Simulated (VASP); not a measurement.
The system is BaTiO3.

```
Ba Ti O
1.0
     4.00600    0.00000    0.00000
     0.00000    4.00600    0.00000
     0.00000    0.00000    4.00600
Ba Ti O
1 1 3
Cartesian
  2.0030 2.0030 2.0030
  0.0000 0.0000 0.0000
  2.0030 0.0000 0.0000
  0.0000 2.0030 0.0000
  0.0000 0.0000 2.0030
```

Base run:

```yaml
Program: VASP 6.6.1
Functional: LDA
Potentials_or_basis: VASP PAW LDA potentials, release 64 (Ba_sv, Ti_sv, O)
Cutoff: 520 eV
k_mesh: 6 × 6 × 6
Occupations: gaussian, width 0.01 eV
Spin: no spin polarisation
```

Its results: band gap on the k mesh 1.65 eV (least direct gap 1.79 eV); pressure -7.3 GPa.

Q: The run is repeated on the same cell with these changes: k mesh from 6 × 6 × 6 to 3 × 3 × 3. What comes out?

A: Band gap on the k mesh 1.72 eV; pressure -7.0 GPa.

Caveats: some runs use coarse meshes; spin-orbit coupling is left out, which moves the levels of the heavy elements; the cell stands under tension (at least some runs); an odd mesh through Γ misses points on the zone boundary, where band edges can lie (at least some runs).
